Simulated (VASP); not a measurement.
# Rh (P6_3/mmc) in VASP: further runs, part 2 of 2

VASP 6.6.1.

### Step 3. Relaxation of cell and atoms, PBEsol

This run uses another cell than the first one, of 14.30 Å³/atom.

INCAR

```
PREC = Accurate
ENCUT = 600
EDIFF = 1E-6
ISMEAR = -1
SIGMA = 0.1
LREAL = F
LASPH = T
NELM = 100
ALGO = Normal
ISIF = 3
LWAVE = F
LCHARG = F
GGA = PS
IBRION = 2
NSW = 80
EDIFFG = -0.01
```

KPOINTS

```
Automatic mesh
0
Gamma
  18 18 10
```

POSCAR

```
Rh
1.0
    2.7309790400      0.0000000000      0.0000000000
   -1.3654895200      2.3650972258      0.0000000000
    0.0000000000      0.0000000000      4.4284890000
Rh
2
Direct
    0.6666666667      0.3333333333      0.7500000000
    0.3333333333      0.6666666667      0.2500000000
```

Potentials or basis: VASP PAW PBE potentials, release 64 (Rh_pv).

Started as:

```
> cat potpaw_PBE.64/Rh_pv/POTCAR > POTCAR
> mpirun -np 1 vasp_std > vasp.out
```

OUTCAR:

```text
PREC = Accurate
   ENCUT = 600
   EDIFF = 1E-6
   ISMEAR = -1
   LREAL = F
   LASPH = T
   NELM = 100
   ISIF = 3
   GGA = PS
   IBRION = 2
   NSW = 80
   EDIFFG = -0.01

 ion  position               nearest neighbor table
   1  0.667  0.333  0.750-   2 2.72   2 2.72   2 2.72   2 2.72   2 2.72   2 2.72
   2  0.333  0.667  0.250-   1 2.72   1 2.72   1 2.72   1 2.72   1 2.72   1 2.72

  LATTYP: Found a hexagonal cell.
 ALAT       =     2.7309790400
 C/A-ratio  =     1.6215756090

  Lattice vectors:

 A1 = (   2.7309790400,   0.0000000000,   0.0000000000)
 A2 = (  -1.3654895200,   2.3650972258,   0.0000000000)
 A3 = (   0.0000000000,   0.0000000000,   4.4284890000)

Analysis of symmetry for initial positions (statically):
=====================================================================
 Subroutine PRICEL returns:
 Original cell was already a primitive cell.

 Routine SETGRP: Setting up the symmetry group for a
 hexagonal supercell.

 Subroutine GETGRP returns: Found 24 space group operations
 (whereof 12 operations were pure point group operations)
 out of a pool of 24 trial point group operations.

The static configuration has the point symmetry D_3d.
 The point group associated with its full space group is D_6h.

Analysis of symmetry for dynamics (positions and initial velocities):
[... 261 lines left out ...]
  FREE ENERGIE OF THE ION-ELECTRON SYSTEM (eV)
  ---------------------------------------------------
  free  energy   TOTEN  =       -16.2508148871 eV

  energy  without entropy=      -16.1454635094  energy(sigma->0) =      -16.19813920

[... ionic steps 4 to 8 ...]

--------------------------------------- Ionic step        9  -------------------------------------------

 number of electron      30.0000002 magnetization

------------------------ aborting loop because EDIFF is reached ----------------------------------------
[... 67 lines left out ...]
--------------------------------------- Ionic step       11  -------------------------------------------

 number of electron      30.0000002 magnetization

 Free energy of the ion-electron system (eV)
  ---------------------------------------------------
  ext. energy  EPLUGINS =         0.00000000
  ---------------------------------------------------
  free energy    TOTEN  =       -16.25118542 eV

  energy without entropy =      -16.14628532  energy(sigma->0) =      -16.19873537

 E-fermi :  12.0965     XC(G=0): -14.3021

 val. band max:       12.0919369345   @ k =   0.3889   0.2222   0.3000
 cond. band min:      12.0973229713   @ k =   0.4444   0.0556   0.2000
 fundamental gap:      0.0053860368
 Fermi energy:        12.0964936233

 k-point     1 :       0.0000    0.0000    0.0000
  band No.  band energies     occupation
      1     -35.1377      2.00000
      2     -34.4440      2.00000
      3     -34.4440      2.00000
      4     -34.3414      2.00000
      5     -34.3295      2.00000
      6     -34.3295      2.00000
[... 505 lines left out ...]
      6     -34.4686      2.00000
[... 11 lines left out ...]
     18      18.5674      0.00000
     19      22.5083      0.00000

 [... further k-points ...]
[... 5 lines left out ...]
  --------------------------------------------------------------------------------------
  -------------------------------------------------------------------------------------
  Total        0.0005776      0.0005776     -0.0000764     -0.0000000      0.0000000     -0.0000000
  in kB        0.0341102      0.0341102     -0.0045097     -0.0000000      0.0000000     -0.0000000
  external PRESSURE =       0.0212369 kB  Pullay stress =       0.0000000 kB
[... 17 lines left out ...]
  FREE ENERGIE OF THE ION-ELECTRON SYSTEM (eV)
  ---------------------------------------------------
  free  energy   TOTEN  =       -16.2511854155 eV

  energy  without entropy=      -16.1462853185  energy(sigma->0) =      -16.19873537

 reached required accuracy - stopping structural energy minimisation
```

OSZICAR:

```text
N       E                     dE             d eps       ncg     rms          rms(c)
DAV:   1     0.342469018451E+03    0.34247E+03   -0.21134E+04  8436   0.202E+03
DAV:   2    -0.907130948111E+01   -0.35154E+03   -0.34297E+03  8799   0.551E+02
[... 73 lines left out ...]
  10 F= -.16251138E+02 E0= -.16198566E+02  d E =0.348872E-04
       N       E                     dE             d eps       ncg     rms          rms(c)
DAV:   1    -0.162522804016E+02   -0.11422E-02   -0.19141E-02  8784   0.175E+00    0.242E-01
DAV:   2    -0.162511854813E+02    0.10949E-02   -0.34779E-03  8778   0.649E-01    0.402E-02
DAV:   3    -0.162511789328E+02    0.65485E-05   -0.54893E-05  8988   0.691E-02    0.227E-02
DAV:   4    -0.162511856669E+02   -0.67341E-05   -0.10077E-05  8840   0.342E-02    0.210E-03
DAV:   5    -0.162511854155E+02    0.25131E-06   -0.50347E-07  4890   0.848E-03
  11 F= -.16251185E+02 E0= -.16198735E+02  d E =-.120958E-04
```

CONTCAR:

```text
Rh
   1.00000000000000
     2.6887588745527524   -0.0000000000000000   -0.0000000000000000
    -1.3443794372763762    2.3285334899726973    0.0000000000000000
    -0.0000000000000000   -0.0000000000000000    4.3336474727647643
  Rh
     2
Direct
     0.6666666667000030    0.3333333332999970    0.7500000000000000
     0.3333333332999970    0.6666666667000030    0.2500000000000000

  0.00000000E+00  0.00000000E+00  0.00000000E+00
  0.00000000E+00  0.00000000E+00  0.00000000E+00
```

It took 2.9 min on 1 thread of Intel Xeon 6975P-C (Granite Rapids), shared host; peak memory 0.26 GiB.

What came out:

```
Free energy                           : -16.2512 eV
Relaxed volume                        : 13.57 Å³/atom
Relaxed cell                          : a = 2.689 Å, b = 2.689 Å, c = 4.334 Å, α = 90.00°, β = 90.00°, γ = 120.00°
Space group after relaxing (to 0.1 Å) : P6_3/mmc (No. 194)
Energy gained by relaxing             : 33.0 meV/atom
Ionic steps                           : 11
Pressure after relaxing               : 0.0 GPa
Band gap on the k mesh                : zero (bands 15 and 16 overlap by 2.50 eV)
```

The path:
| step | energy change (eV) | largest force (eV/Å) | pressure (GPa) | volume (Å³) |
| --- | --- | --- | --- | --- |
| 1 | 0.0000 | 0.0000 | -13.48 | 28.60 |
| 2 | 0.3864 | 0.0000 | 51.07 | 23.91 |
| 3 | -0.0657 | 0.0000 | -0.69 | 27.19 |
| 4 | -0.0658 | 0.0000 | -0.08 | 27.14 |
| 5 | -0.0658 | 0.0000 | 0.23 | 27.11 |
| 6 | -0.0660 | 0.0000 | 0.19 | 27.11 |
| 7 | -0.0660 | 0.0000 | 0.20 | 27.11 |
| 8 | -0.0660 | 0.0000 | 0.20 | 27.11 |
| 9 | -0.0660 | 0.0000 | 0.20 | 27.11 |
| 10 | -0.0660 | 0.0000 | -0.43 | 27.17 |
| 11 | -0.0660 | 0.0000 | 0.00 | 27.13 |

Final structure:
```
CELL_PARAMETERS angstrom
2.68876 0.00000 0.00000
-1.34438 2.32853 0.00000
0.00000 0.00000 4.33365
ATOMIC_POSITIONS crystal
Rh 0.66667 0.33333 0.75000
Rh 0.33333 0.66667 0.25000
```

Levels at points of the mesh, in eV from the Fermi level:
```
           k point  band 13  band 14  band 15  band 16  band 17  band 18
(0.00, 0.00, 0.00)    -2.57    -1.98    -1.98     0.15     0.15     0.67
(0.50, 0.00, 0.00)    -2.26     0.43     0.67     0.76     3.04     5.17
(0.00, 0.00, 0.50)    -3.23    -3.23    -0.44    -0.44    -0.44    -0.44
(0.50, 0.00, 0.50)    -0.34    -0.34     0.63     0.63     2.65     2.65
```

Caveat: the PAW data sets were made with another functional, which shifts forces and pressure a little.
